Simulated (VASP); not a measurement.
PbO, 4 atoms in the cell. Symmetry: P4/nmm, No. 129, tetragonal system. The conventional cell has a = 4.051 Å, b = 4.051 Å, c = 5.223 Å, α = 90.00°, β = 90.00°, γ = 90.00°. Pb (site symmetry 4mm) has 4 O at 2.36 Å within 3.1 Å. Within 3.1 Å of O (site symmetry -4m2) lie 4 Pb at 2.36 Å and 4 O at 2.86 Å. 

| Item | Value |
| --- | --- |
| Program | VASP 6.6.1 |
| Task | relaxation of shape and atoms at fixed volume |
| Functional | r2SCAN |
| Potentials or basis | VASP PAW PBE potentials, release 64 (Pb_d, O) |
| Cutoff | 600 eV |
| k mesh | 6 × 6 × 4 |
| Occupations | gaussian, width 0.05 eV |
| Spin | no spin polarisation |
| Dipole correction | no |
| Further INCAR settings | ALGO = Normal; EDIFF = 1e-06; IBRION = 2; EDIFFG = -0.04; NSW = 60; ISIF = 4 |

Potentials or basis: VASP PAW PBE potentials, release 64 (Pb_d, O).

Launch:

```bash
$ cat potpaw_PBE.64/Pb_d/POTCAR potpaw_PBE.64/O/POTCAR > POTCAR
$ cp INCAR.step1 INCAR
$ mpirun -np 1 vasp_std > vasp.out
$ cp INCAR.step2 INCAR
$ mpirun -np 1 vasp_std > vasp.out
```

Hardware: 1 thread of AMD EPYC 9R45 96-Core Processor (Zen 5), on a shared host.

Question: How long does it take, and how much memory?

Answer: Wall time 8.9 min on 1 thread of AMD EPYC 9R45 96-Core Processor (Zen 5), with other jobs on the host, peak memory 0.23 GiB. Counts: k points 30, ion steps 5.
